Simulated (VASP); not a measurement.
Ta2H3: relaxation of cell and atoms with PBE

Crystal: Ta2H3.

```xyz
5
Lattice="3.5856 0.0000 0.0000 -1.7928 3.1052 0.0000 0.0000 0.0000 6.1972" Properties=species:S:1:pos:R:3 pbc="T T T"
Ta    0.0000    0.0000    1.7081
Ta    0.0000    0.0000    4.4891
H     0.0000    0.0000    3.0986
H     0.0000    2.0701    0.0000
H     1.7928    1.0351    0.0000
```

* Program: VASP 6.6.1
* Task: relaxation of cell and atoms
* Functional: PBE
* Potentials or basis: VASP PAW PBE potentials, release 64 (Ta_pv, H)
* Cutoff: 600 eV
* k mesh: 6 × 6 × 4
* Occupations: gaussian, width 0.1 eV
* Spin: no spin polarisation
* Dipole correction: no
* Further INCAR settings: ALGO = Normal; EDIFF = 1e-07; IBRION = 2; EDIFFG = -0.04; NSW = 90; ISIF = 3

```json
{"Relaxed volume": "10.05 Å³/atom", "Relaxed cell": "a = 2.977 Å, b = 2.977 Å, c = 6.548 Å, α = 90.00°, β = 90.00°, γ = 120.00°", "Space group after relaxing (to 0.05 Å)": "P6/mmm (No. 191)", "Energy gained by relaxing": "1192.7 meV/atom", "Ionic steps": "13", "Pressure after relaxing": "0.1 GPa", "Largest force after relaxing": "0.023 eV/Å"}
```

Forces on the atoms (eV/Å):
```
Ta   0.000  0.000 -0.023
Ta   0.000  0.000  0.023
H    0.000  0.000  0.000
H    0.000  0.000  0.000
H    0.000  0.000  0.000
```

Stress tensor (GPa, compression positive):
```
 0.15  0.00  0.00
 0.00  0.15  0.00
 0.00  0.00 -0.14
```

Step by step:
| step | energy change (eV) | largest force (eV/Å) | pressure (GPa) | volume (Å³) |
| --- | --- | --- | --- | --- |
| 1 | 0.0000 | 9.2311 | -6.93 | 69.00 |
| 2 | -5.1482 | 0.3082 | -17.26 | 61.78 |
| 3 | -5.1449 | 0.2577 | -17.52 | 61.87 |
| 4 | -5.5254 | 2.9995 | 9.46 | 50.07 |
| 5 | -5.6527 | 1.9086 | -1.85 | 53.55 |
| 6 | -5.8991 | 0.8883 | -0.34 | 51.26 |
| 7 | -5.9058 | 0.2313 | 5.50 | 47.88 |
| 8 | -5.9564 | 0.0550 | 2.53 | 49.36 |
| 9 | -5.9578 | 0.1845 | 1.98 | 49.67 |
| 10 | -5.9579 | 0.1508 | 2.11 | 49.60 |
| 11 | -5.9617 | 0.0975 | -1.22 | 50.64 |
| 12 | -5.9633 | 0.0132 | -0.08 | 50.27 |
| 13 | -5.9636 | 0.0226 | 0.05 | 50.26 |

Final structure:
```
CELL_PARAMETERS angstrom
2.97718 0.00000 0.00000
-1.48859 2.57831 0.00000
0.00000 0.00000 6.54800
ATOMIC_POSITIONS crystal
Ta 0.00000 0.00000 0.22297
Ta 0.00000 0.00000 0.77703
H 0.00000 0.00000 0.50000
H 0.33333 0.66667 0.00000
H 0.66667 0.33333 0.00000
```

Levels at points of the mesh, in eV from the Fermi level:
```
           k point  band 8  band 9  band 10  band 11  band 12  band 13  band 14  band 15  band 16
(0.00, 0.00, 0.00)   -6.27   -5.72    -3.77    -0.13    -0.13     0.42     0.42     2.01     2.01
(0.50, 0.00, 0.00)   -7.05   -4.60    -3.47    -1.00    -0.68    -0.22     0.46     3.01     3.07
(0.00, 0.00, 0.50)   -7.34   -4.75    -3.56    -0.09    -0.09     0.37     0.37     2.16     2.27
(0.50, 0.00, 0.50)   -6.69   -4.61    -3.35    -1.79    -1.71     0.73     1.18     2.26     2.79
```

Run time: 5.1 min on 1 thread of Intel Xeon 6975P-C, on a shared host, peak memory 0.23 GiB.

Caveat: the volume moved by over 15 % at a fixed basis, so the end points are rough; spin-orbit coupling is left out, which moves the levels of the heavy elements.
